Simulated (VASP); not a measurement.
The system is Sb.

```xyz
1
Lattice="-1.4750 1.4750 1.4750 1.4750 -1.4750 1.4750 1.4750 1.4750 -1.4750" Properties=species:S:1:pos:R:3 pbc="T T T"
Sb    0.0000    0.0000    0.0000
```

This isn't the form of Sb at room conditions, which is rhombohedral.

| Property | Result |
| --- | --- |
| Program | VASP 6.6.1 |
| Task | relaxation of cell and atoms |
| Functional | r2SCAN |
| Potentials or basis | VASP PAW PBE potentials, release 64 (Sb) |
| Cutoff | 550 eV |
| k mesh | 10 × 10 × 10 |
| Occupations | gaussian, width 0.1 eV |
| Spin | no spin polarisation |

At the start: pressure 263.5 GPa; volume 12.84 Å³/atom.

Question: Where does the relaxation end?

Answer: Over 9 steps the energy falls by 5722.9 meV/atom and the volume is 27.20 Å³/atom (+111.9 %); space group Im-3m (No. 229, to 0.1 Å) before and after.

Step by step:
```tsv
step	energy change (eV)	largest force (eV/Å)	pressure (GPa)	volume (Å³)
1	0.0000	0.0000	263.50	12.84
2	-2.5829	0.0000	-2.86	105.55
3	-2.8403	0.0000	-3.76	93.00
4	-3.1641	0.0000	-4.91	80.94
5	-5.3289	0.0000	-9.69	37.04
6	-5.5427	0.0000	15.75	22.85
7	-5.6924	0.0000	-4.07	29.38
8	-5.7220	0.0000	0.84	26.81
9	-5.7229	0.0000	-0.12	27.20
```

Final structure:
```
Sb
1.0
    -1.89463    1.89463    1.89463
     1.89463   -1.89463    1.89463
     1.89463    1.89463   -1.89463
Sb
1
Direct
  0.00000 0.00000 0.00000
```

Caveat: the volume moved by over 15 % at a fixed basis, so the end points are rough; the PAW data sets were made with another functional, which shifts forces and pressure a little.
